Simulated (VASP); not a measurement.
A run of VASP 6.6.1 is set up as follows.

Contents of INCAR:

```
  PREC = Accurate
  ENCUT = 600
  EDIFF = 1E-6
  ISMEAR = -1
  SIGMA = 0.05
  LREAL = F
  LASPH = T
  NELM = 60
  ALGO = Normal
  ISIF = 3
  LWAVE = F
  LCHARG = F
  GGA = PE
  IBRION = 2
  NSW = 60
  EDIFFG = -0.005
  PSTRESS = 260.0
```

KPOINTS

```
regular mesh
0
Gamma
  17 17 17
```

The input POSCAR:

```
O
1.0
    1.9508807460      0.0000000000      0.0000000000
    0.0000000000      1.9508807460      0.0000000000
    0.0000000000      0.0000000000      1.9508807460
O
1
Direct
    0.0000000000      0.0000000000      0.0000000000
```

Potentials or basis: VASP PAW PBE potentials, release 64 (O).

Launch:

```bash
$ cat potpaw_PBE.64/O/POTCAR > POTCAR
$ mpirun -np 1 vasp_std > vasp.out
```

Question: What does it give for the relaxed volume?

Answer: 7.08 Å³/atom.

Question: What does it give for the band gap on the k mesh?

Answer: Zero (bands 3 and 4 overlap by 6.44 eV).

Final structure:
```
CELL_PARAMETERS angstrom
1.91992 0.00000 0.00000
0.00000 1.91992 0.00000
0.00000 0.00000 1.91992
ATOMIC_POSITIONS crystal
O 0.00000 0.00000 0.00000
```

Caveat: the cell is relaxed towards a set pressure, so the run minimises the enthalpy, not the energy.
